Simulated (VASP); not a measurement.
A run of VASP 6.6.1:

Contents of INCAR:

```
PREC     = Accurate       # precision mode
ENCUT    = 600            # plane-wave cutoff, eV
EDIFF    = 1E-7           # SCF threshold, eV
ISMEAR   = 0              # smearing method
SIGMA    = 0.1            # smearing width, eV
LREAL    = False          # projectors in reciprocal space
LASPH    = True           # aspherical terms in the spheres
NELM     = 100            # most SCF steps
ALGO     = Normal         # electronic algorithm
ISIF     = 3              # what is computed and relaxed
LWAVE    = False          # write WAVECAR
LCHARG   = False          # write CHGCAR
GGA      = PE             # functional
IBRION   = 2              # ionic algorithm
NSW      = 100            # ionic steps
EDIFFG   = -0.01          # ionic threshold
```

Contents of KPOINTS:

```
regular mesh
0
Gamma
  8 8 10
```

File POSCAR:

```
BaSi2C2
1.0
    3.0818329564     -3.9698593764      0.0000000000
    3.0818329564      3.9698593764      0.0000000000
    0.0000000000      0.0000000000      4.0131416060
Ba Si C
1 2 2
Direct
    0.5000000000      0.5000000000      0.0000000000
    0.1467448941      0.8532551059      0.5000000000
    0.8532551059      0.1467448941      0.5000000000
    0.0000000000      0.5000000000      0.5000000000
    0.5000000000      0.0000000000      0.5000000000
```

Potentials or basis: VASP PAW PBE potentials, release 64 (Ba_sv, Si, C).

Run with:

```bash
$ cat potpaw_PBE.64/Ba_sv/POTCAR potpaw_PBE.64/Si/POTCAR potpaw_PBE.64/C/POTCAR > POTCAR
$ mpirun -np 1 vasp_std > vasp.out
```

Hardware: 1 thread of Intel Xeon 8259CL, on a shared host.

Q: Estimate the wall time of this run.

A: It took 28 min on 1 thread of Intel Xeon 8259CL, with other jobs on the host, peak memory 0.45 GiB. Counts: scf iterations 65, k points 126, ion steps 8.
